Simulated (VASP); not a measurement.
Input of a VASP 6.6.1 run:

POSCAR

```
GaAs
1.0
    0.0000000000      2.8809589075      2.8809589075
    2.8809589075      0.0000000000      2.8809589075
    2.8809589075      2.8809589075      0.0000000000
As Ga
1 1
Direct
    0.7500000000      0.7500000000      0.7500000000
    0.0000000000      0.0000000000      0.0000000000
```

The input INCAR.step1:

```
SYSTEM = GaAs
  PREC = Accurate
  ENCUT = 520
  EDIFF = 1E-5
  ISMEAR = -1
  SIGMA = 0.05
  LREAL = .FALSE.
  LASPH = .TRUE.
  NELM = 60
  ALGO = Normal
  ISIF = 2
  LWAVE = .TRUE.
  LCHARG = .FALSE.
  GGA = PE
  NBANDS = 16
```

File INCAR.step2:

```
SYSTEM = GaAs
  PREC = Accurate
  ENCUT = 520
  EDIFF = 1E-7
  ISMEAR = -1
  SIGMA = 0.05
  LREAL = .FALSE.
  LASPH = .TRUE.
  NELM = 60
  ALGO = Normal
  ISIF = 2
  LWAVE = .FALSE.
  LCHARG = .FALSE.
  GGA = PE
  LHFCALC = .TRUE.
  AEXX = 1.0
  ALDAC = 0.0
  AGGAC = 0.0
  PRECFOCK = Normal
  ISTART = 1
  NBANDS = 16
```

The input KPOINTS:

```
regular mesh
0
G
  4 4 4
  0 0 0
```

Potentials or basis: VASP PAW PBE potentials, release 64 (As, Ga_d).

Command:

```sh
$ cat potpaw_PBE.64/As/POTCAR potpaw_PBE.64/Ga_d/POTCAR > POTCAR
$ cp INCAR.step1 INCAR
$ mpirun -np 1 vasp_std > vasp.out
$ cp INCAR.step2 INCAR
$ mpirun -np 1 vasp_std > vasp.out
```

**Question.** Predict the pressure.

**Answer.** -1.4 GPa.

**Question.** What does it give for the band gap on the k mesh?

**Answer.** 7.26 eV.

Caveat: the k points lie up to 0.47 Å⁻¹ apart; the PAW data sets were made with another functional, which shifts forces and pressure a little. A k mesh can miss the band edges.
